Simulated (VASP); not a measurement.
Wanted: the native input for a VASP 6.6.1 run.

```
Task                   : single point
Functional             : PBE
Potentials or basis    : VASP PAW PBE potentials, release 64 (Cs_sv)
Cutoff                 : 520 eV
k mesh                 : 12 × 12 × 12
Occupations            : gaussian, width 0.15 eV
Spin                   : no spin polarisation
Dipole correction      : no
Further INCAR settings : ALGO = Fast; EDIFF = 1e-06; NBANDS = 10
```

The structure of Cs lies in POSCAR:

```
Cs
1.0
   -3.0225000000      2.7958125000      3.0225000000
    3.0225000000     -2.7958125000      3.0225000000
    3.0225000000      2.7958125000     -3.0225000000
Cs
1
Direct
    0.0000000000      0.0000000000      0.0000000000
```

This cell differs from its parent crystal: strain -0.0750 x Voigt [0, 1, 0, 0, 0, 0].

One way to write it, as run:

INCAR

```
PREC = Accurate
ENCUT = 520
EDIFF = 1E-6
ISMEAR = 0
SIGMA = 0.15
LREAL = F
LASPH = T
NELM = 60
ALGO = Fast
ISIF = 2
LWAVE = F
LCHARG = F
GGA = PE
NBANDS = 10
```

KPOINTS

```
Automatic mesh
0
Gamma
  12 12 12
```

Potentials or basis: VASP PAW PBE potentials, release 64 (Cs_sv).

Run with:

```bash
$ cat potpaw_PBE.64/Cs_sv/POTCAR > POTCAR
$ mpirun -np 1 vasp_std > vasp.out
```

Results of the run:

- Pressure: 0.3 GPa
- Band gap on the k mesh: zero (an odd number of electrons rules out a gap without spin polarisation)

Caveat: the cell differs from its parent crystal (strain -0.0750 x Voigt [0, 1, 0, 0, 0, 0]); spin-orbit coupling is left out, which moves the levels of the heavy elements.

Wall time 4.9 min on 1 thread of AMD EPYC 7R13 (shared host), peak memory 0.31 GiB.
